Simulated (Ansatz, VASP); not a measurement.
## GaP in VASP and in Ansatz

```
CELL_PARAMETERS angstrom
0.00000 2.77976 2.72525
2.77976 0.00000 2.72525
2.77976 2.77976 0.00000
ATOMIC_POSITIONS crystal
Ga 0.00000 0.00000 0.00000
P 0.75000 0.75000 0.75000
```

Change from the starting cell: equal xx and yy strain of +2 %, PAW files.

Alike in both runs: task electric field gradients; functional PBEsol; k mesh 12 × 12 × 12; occupations fermi-dirac, width 0.08 eV; no spin polarisation.

```csv
,VASP,Ansatz
version,VASP 6.6.1,Ansatz 0.2.0
potentials or method,"VASP PAW PBE potentials, release 64 (Ga_d, P)","PAW with Ansatz's default frozen-core files, scalar-relativistic"
plane-wave cutoff (eV),520,420
valence electrons in the cell,18,18
```

```tsv
	VASP	Ansatz	Ansatz less VASP
pressure (GPa)	-3.6	-3.5	+0.04
traceless stress, the component that is largest in VASP (GPa)	0.94	0.94	-0.003
size of Vzz on the site where it differs most (V/Å²)	3.4	3.9	+0.45
```

VASP's potentials were made for PBE, not for PBEsol. With one functional, cell and mesh, what is left measures potentials, basis and numerics.
